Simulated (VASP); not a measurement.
# PbS (Immm) in VASP: notebook

Aim: see how the results for PbS move with the level of theory and the settings. Levels: PBE, r2SCAN. Tasks: single point.

Program: VASP 6.6.1. These are calculated values, not measurements. Logs are shortened: lines on timing, memory, paths and dates and some standing lists are left out, and cuts for length are marked.

### Step 1. The cell of the first run

The structure is orthorhombic, space group Immm (No. 71). Conventional cell: a = 4.214 Å, b = 4.235 Å, c = 5.974 Å, α = 90.00°, β = 90.00°, γ = 90.00°. Pb (site symmetry mmm) has 6 S at 2.99 Å within 3.9 Å. Within 3.9 Å of S (site symmetry mmm) lie 6 Pb at 2.99 Å.

### Step 2. Single point, PBE (shear xy strain -0.5%)

INCAR

```
SYSTEM = PbS
PREC = Accurate ; ENCUT = 520
EDIFF = 1E-7 ; ISMEAR = -1
SIGMA = 0.02 ; LREAL = .FALSE.
LASPH = .TRUE. ; NELM = 80
ALGO = Normal ; ISIF = 2
LWAVE = .FALSE. ; LCHARG = .FALSE.
GGA = PE ; NBANDS = 17
```

KPOINTS

```
regular mesh
0
G
  8 8 8
  0 0 0
```

POSCAR

```
PbS
1.0
   -0.0074680817      2.9872326629      2.9872326629
    2.9872326629     -0.0074680817      2.9872326629
    2.9797645813      2.9797645813      0.0000000000
Pb S
1 1
Direct
    0.0000000000      0.0000000000      0.0000000000
    0.5000000000      0.5000000000      0.5000000000
```

Potentials or basis: VASP PAW PBE potentials, release 64 (Pb_d, S).

Command:

```console
> cat potpaw_PBE.64/Pb_d/POTCAR potpaw_PBE.64/S/POTCAR > POTCAR
> mpirun -np 1 vasp_std > vasp.out
```

OUTCAR:

```text
SYSTEM = PbS
   PREC = Accurate
   ENCUT = 520
   EDIFF = 1E-7
   ISMEAR = -1
   LREAL = .FALSE.
   LASPH = .TRUE.
   NELM = 80
   ISIF = 2
   GGA = PE

 ion  position               nearest neighbor table
   1  0.000  0.000  0.000-   2 2.99   2 2.99   2 2.99   2 2.99   2 2.99   2 2.99
   2  0.500  0.500  0.500-   1 2.99   1 2.99   1 2.99   1 2.99   1 2.99   1 2.99

  LATTYP: Found a body centered orthorhombic cell.
 ALAT       =     4.2140234836
 B/A-ratio  =     1.0050125313
 C/A-ratio  =     1.4177579572

  Lattice vectors:

 A1 = (   0.0074680817,  -2.9872326629,  -2.9872326629)
 A2 = (  -0.0074680816,   2.9872326630,  -2.9872326629)
 A3 = (   2.9872326629,  -0.0074680817,   2.9872326629)

Analysis of symmetry for initial positions (statically):
=====================================================================
 Subroutine PRICEL returns:
 Original cell was already a primitive cell.

 Routine SETGRP: Setting up the symmetry group for a
 body centered orthorhombic supercell.

 Subroutine GETGRP returns: Found  8 space group operations
 (whereof  8 operations were pure point group operations)
 out of a pool of  8 trial point group operations.

The static configuration has the point symmetry D_2h.

Analysis of symmetry for dynamics (positions and initial velocities):
=====================================================================
 Subroutine PRICEL returns:
 Original cell was already a primitive cell.

 Routine SETGRP: Setting up the symmetry group for a
 body centered orthorhombic supercell.

 Subroutine GETGRP returns: Found  8 space group operations
 (whereof  8 operations were pure point group operations)
 out of a pool of  8 trial point group operations.

The dynamic configuration has the point symmetry D_2h.

 Subroutine INISYM returns: Found  8 space group operations
 (whereof  8 operations are pure point group operations),
 and found     1 'primitive' translations

----------------------------------------------------------------------------------------

                                     Primitive cell

  volume of cell :      53.3132

  direct lattice vectors                    reciprocal lattice vectors
    -0.007468082  2.987232663  2.987232663    -0.166961591  0.166961591  0.167378995
     2.987232663 -0.007468082  2.987232663     0.166961591 -0.166961591  0.167378995
     2.979764581  2.979764581  0.000000000     0.167798491  0.167798491 -0.167378995

  length of vectors
     4.224591547  4.224591547  4.214023484     0.289427147  0.289427147  0.290393517

  position of ions in fractional coordinates (direct lattice)
     0.000000000  0.000000000  0.000000000
     0.500000000  0.500000000  0.500000000

  ion indices of the primitive-cell ions
   primitive index   ion index
                 1           1
                 2           2

----------------------------------------------------------------------------------------

 KPOINTS: regular mesh

Automatic generation of k-mesh.
 Grid dimensions read from file:
 generate k-points for:    8    8    8

 Generating k-lattice:

  Cartesian coordinates                     Fractional coordinates (reciprocal lattice)
    -0.020870199  0.020870199  0.020922374     0.125000000  0.000000000  0.000000000
     0.020870199 -0.020870199  0.020922374     0.000000000  0.125000000  0.000000000
     0.020974811  0.020974811 -0.020922374     0.000000000  0.000000000  0.125000000

  Length of vectors
     0.036178393  0.036178393  0.036299190

  Shift w.r.t. Gamma in fractional coordinates (k-lattice)
     0.000000000  0.000000000  0.000000000

 Subroutine IBZKPT returns following result:
 ===========================================

 Found     95 irreducible k-points:

 Following reciprocal coordinates:
            Coordinates               Weight
  0.000000  0.000000  0.000000      1.000000
  0.125000  0.000000  0.000000      4.000000
  0.250000  0.000000  0.000000      4.000000
  0.375000  0.000000  0.000000      4.000000
  0.500000  0.000000  0.000000      2.000000
  0.125000  0.125000  0.000000      2.000000
[... 16 lines left out ...]
  0.125000  0.000000  0.125000      4.000000
  0.250000  0.000000  0.125000      8.000000
 [... further k-points ...]
   k-points           NKPTS =     95   k-points in BZ     NKDIM =     95   number of bands    NBANDS=     17
   number of dos      NEDOS =    301   number of ions     NIONS =      2
   total plane-waves  NPLWV =  32768
   dimension x,y,z NGX =    32 NGY =   32 NGZ =   32
   dimension x,y,z NGXF=    64 NGYF=   64 NGZF=   64
   ions per type =               1   1
   NGX,Y,Z   is equivalent  to a cutoff of  12.59, 12.59, 12.62 a.u.
   NGXF,Y,Z  is equivalent  to a cutoff of  25.19, 25.19, 25.25 a.u.
 SYSTEM =  PbS
   PREC   = accura    normal or accurate (medium, high low for compatibility)
   ISTART =      0    job   : 0-new  1-cont  2-samecut
   ICHARG =      2    charge: 1-file 2-atom 10-const
   ISPIN  =      1    spin polarized calculation?
   LNONCOLLINEAR =      F non collinear calculations
   LSORBIT =      F    spin-orbit coupling
   LASPH  =      T    aspherical Exc in radial PAW
   ENCUT  =  520.0 eV  38.22 Ry    6.18 a.u.   7.85  7.85  7.84*2*pi/ulx,y,z
   NELM   =     80;   NELMIN=  2; NELMDL= -5     # of ELM steps
   EDIFF  = 0.1E-06   stopping-criterion for ELM
   LREAL  =      F    real-space projection
   EDIFFG = 0.1E-05   stopping-criterion for IOM
   NSW    =      0    number of steps for IOM
   IBRION =     -1    ionic relax: 0-MD 1-quasi-New 2-CG
   NFREE  =      0    steps in history (QN), initial steepest desc. (CG)
   ISIF   =      2    stress and relaxation
   ISYM   =      2    0-nonsym 1-usesym 2-fastsym
   POTIM  = 0.5000    time-step for ionic-motion
   TEBEG  =    0.0;   TEEND  =   0.0 temperature during run
   PSTRESS=    0.0 pullay stress
   NELECT =      20.0000    total number of electrons
   NUPDOWN=      -1.0000    fix difference up-down
   EMIN   =  10.00;   EMAX   =-10.00  energy-range for DOS
   EFERMI =   0.00;   METHOD = LEGACY
   ISMEAR =    -1;   SIGMA  =   0.02  broadening in eV -4-tet -1-fermi 0-gaus
   EFERMI_NEDOS =   21; number of points for ismear=-14 and -15
   IALGO  =     38    algorithm
   IMIX   =      4    mixing-type and parameters
     AMIX     =   0.40;   BMIX     =  1.00
     AMIX_MAG =   1.60;   BMIX_MAG =  1.00
  volume/ion in A,a.u.               =      26.66       179.89
  Fermi-wavevector in a.u.,A,eV,Ry     =   1.180701  2.231202 18.967275  1.394055
  Thomas-Fermi vector in A             =   2.316989
   LORBIT       =      0    0 simple, 1 ext, 2 COOP (PROOUT), +10 PAW based schemes
   GGA     = PE    functional components
   LHFCALC =     F    Hartree Fock is set to
   AEXX    =    0.0000 exact exchange contribution
   IVDW    =     0    specifies the selected vdW correction
   LEPSILON=     F    determine dielectric tensor
   LRPA    =     F    only Hartree local field effects (RPA)
 non-spin polarized calculation
  energy-cutoff  :      520.00
  volume of cell :       53.31
 maximum number of plane-waves:      1458
   NGX = 15   NGY = 15   NGZ = 15

 number of electron      20.0000001 magnetization

 Free energy of the ion-electron system (eV)
  ---------------------------------------------------
  ext. energy  EPLUGINS =         0.00000000
  ---------------------------------------------------
  free energy    TOTEN  =        -8.76716115 eV

  energy without entropy =       -8.76716101  energy(sigma->0) =       -8.76716108

 E-fermi :   5.7373     XC(G=0):  -9.5809

 val. band max:        5.5269538446   @ k =   0.5000   0.0000   0.0000
 cond. band min:       5.9461346277   @ k =   0.0000   0.0000   0.5000
 fundamental gap:      0.4191807831
 Fermi energy:         5.7373111690

 k-point     1 :       0.0000    0.0000    0.0000
  band No.  band energies     occupation
      1     -11.2507      2.00000
      2     -11.2506      2.00000
      3     -11.2502      2.00000
      4     -11.2335      2.00000
      5     -11.2334      2.00000
      6      -7.8639      2.00000
[... 9 lines left out ...]
     16      12.3581      0.00000
     17      14.2609      0.00000

 k-point     2 :       0.1250    0.0000    0.0000
  band No.  band energies     occupation
      1     -11.2497      2.00000
      2     -11.2480      2.00000
      3     -11.2478      2.00000
      4     -11.2342      2.00000
      5     -11.2336      2.00000
      6      -7.7357      2.00000
[... 9 lines left out ...]
     16      12.7175      0.00000
     17      15.4014      0.00000

 k-point     3 :       0.2500    0.0000    0.0000
  band No.  band energies     occupation
      1     -11.2532      2.00000
      2     -11.2519      2.00000
      3     -11.2479      2.00000
      4     -11.2249      2.00000
      5     -11.2240      2.00000
      6      -7.3807      2.00000
[... 9 lines left out ...]
     16      13.5575      0.00000
     17      17.3321      0.00000

 k-point     4 :       0.3750    0.0000    0.0000
  band No.  band energies     occupation
      1     -11.2619      2.00000
      2     -11.2605      2.00000
      3     -11.2469      2.00000
      4     -11.2111      2.00000
      5     -11.2104      2.00000
      6      -6.9228      2.00000
[... 9 lines left out ...]
     16      14.7716      0.00000
     17      17.2290      0.00000

 k-point     5 :       0.5000    0.0000    0.0000
  band No.  band energies     occupation
      1     -11.2657      2.00000
      2     -11.2643      2.00000
      3     -11.2466      2.00000
      4     -11.2052      2.00000
      5     -11.2046      2.00000
      6      -6.6783      2.00000
[... 9 lines left out ...]
     16      15.7179      0.00000
     17      16.0357      0.00000

 k-point     6 :       0.1250    0.1250    0.0000
  band No.  band energies     occupation
      1     -11.2540      2.00000
      2     -11.2443      2.00000
      3     -11.2429      2.00000
      4     -11.2422      2.00000
      5     -11.2300      2.00000
      6      -7.6907      2.00000
[... 9 lines left out ...]
     16      13.4560      0.00000
     17      14.8502      0.00000

 k-point     7 :       0.2500    0.1250    0.0000
  band No.  band energies     occupation
      1     -11.2606      2.00000
      2     -11.2525      2.00000
      3     -11.2409      2.00000
      4     -11.2325      2.00000
      5     -11.2217      2.00000
      6      -7.4062      2.00000
[... 9 lines left out ...]
     16      14.2653      0.00000
     17      16.0598      0.00000

 k-point     8 :       0.3750    0.1250    0.0000
  band No.  band energies     occupation
      1     -11.2732      2.00000
      2     -11.2485      2.00000
      3     -11.2479      2.00000
      4     -11.2221      2.00000
      5     -11.2088      2.00000
      6      -6.9714      2.00000
[... 9 lines left out ...]
     16      15.3256      0.00000
     17      17.1949      0.00000
[... 203 lines left out ...]
      1     -11.3540      2.00000
      2     -11.2672      2.00000
      3     -11.2162      2.00000
      4     -11.2001      2.00000
      5     -11.1982      2.00000
      6      -6.3477      2.00000
[... 9 lines left out ...]
     16      17.1158      0.00000
     17      17.2786      0.00000

 k-point    20 :      -0.3750    0.3750    0.0000
  band No.  band energies     occupation
      1     -11.3357      2.00000
      2     -11.2532      2.00000
      3     -11.2264      2.00000
      4     -11.2094      2.00000
      5     -11.2026      2.00000
      6      -6.2868      2.00000
[... 9 lines left out ...]
     16      16.4254      0.00000
     17      18.0698      0.00000

 k-point    21 :       0.5000    0.5000    0.0000
  band No.  band energies     occupation
      1     -11.3711      2.00000
      2     -11.2736      2.00000
      3     -11.2097      2.00000
      4     -11.1951      2.00000
      5     -11.1938      2.00000
      6      -6.2806      2.00000
[... 9 lines left out ...]
     16      17.8162      0.00000
     17      17.8201      0.00000

 k-point    22 :       0.0000    0.0000    0.1250
  band No.  band energies     occupation
      1     -11.2500      2.00000
      2     -11.2472      2.00000
      3     -11.2469      2.00000
      4     -11.2348      2.00000
      5     -11.2343      2.00000
      6      -7.7350      2.00000
[... 9 lines left out ...]
     16      12.7001      0.00000
     17      15.4178      0.00000

 k-point    23 :       0.1250    0.0000    0.1250
  band No.  band energies     occupation
      1     -11.2538      2.00000
      2     -11.2447      2.00000
      3     -11.2425      2.00000
      4     -11.2424      2.00000
      5     -11.2299      2.00000
      6      -7.6907      2.00000
[... 9 lines left out ...]
     16      13.4283      0.00000
     17      14.8576      0.00000

 k-point    24 :       0.2500    0.0000    0.1250
  band No.  band energies     occupation
      1     -11.2596      2.00000
      2     -11.2531      2.00000
      3     -11.2415      2.00000
      4     -11.2330      2.00000
      5     -11.2209      2.00000
      6      -7.4068      2.00000
[... 9 lines left out ...]
     16      14.2349      0.00000
     17      16.0549      0.00000

 [... further k-points ...]
[... 5 lines left out ...]
  --------------------------------------------------------------------------------------
  -------------------------------------------------------------------------------------
  Total        0.2897615      0.2897615      0.2895377      0.0330953     -0.0000000     -0.0000000
  in kB        8.7079689      8.7079689      8.7012417      0.9945869     -0.0000000     -0.0000000
  external PRESSURE =       8.7057265 kB  Pullay stress =       0.0000000 kB

 VOLUME and BASIS-vectors are now :
 -----------------------------------------------------------------------------
  energy-cutoff  :      520.00
  volume of cell :       53.31
      direct lattice vectors                 reciprocal lattice vectors
    -0.007468082  2.987232663  2.987232663    -0.166961591  0.166961591  0.167378995
     2.987232663 -0.007468082  2.987232663     0.166961591 -0.166961591  0.167378995
     2.979764581  2.979764581  0.000000000     0.167798491  0.167798491 -0.167378995

 POSITION                                       TOTAL-FORCE (eV/Angst)
 -----------------------------------------------------------------------------------
      0.00000      0.00000      0.00000        -0.000000      0.000000      0.000000
      2.97976      2.97976      2.98723         0.000000     -0.000000     -0.000000
 -----------------------------------------------------------------------------------
    total drift:                                0.000000     -0.000000     -0.000000

  FREE ENERGIE OF THE ION-ELECTRON SYSTEM (eV)
  ---------------------------------------------------
  free  energy   TOTEN  =        -8.7671611499 eV

  energy  without entropy=       -8.7671610123  energy(sigma->0) =       -8.76716108
```

It took 87 s on 1 thread of AMD EPYC 7R43 (Zen 3), shared host; peak memory 0.19 GiB.

What came out:

| Quantity | Value |
| --- | --- |
| Free energy | -8.7672 eV |
| Pressure | 0.9 GPa |
| Band gap on the k mesh | 0.42 eV, indirect (least direct gap 0.44 eV) |

Stress tensor (GPa, compression positive):
```
0.87 0.10 0.00
0.10 0.87 0.00
0.00 0.00 0.87
```

Caveat: the cell differs from its parent crystal (shear xy strain -0.5%); spin-orbit coupling is left out, which moves the levels of the heavy elements. A k mesh can miss the band edges.

(Part 1 of 2 ends here.)
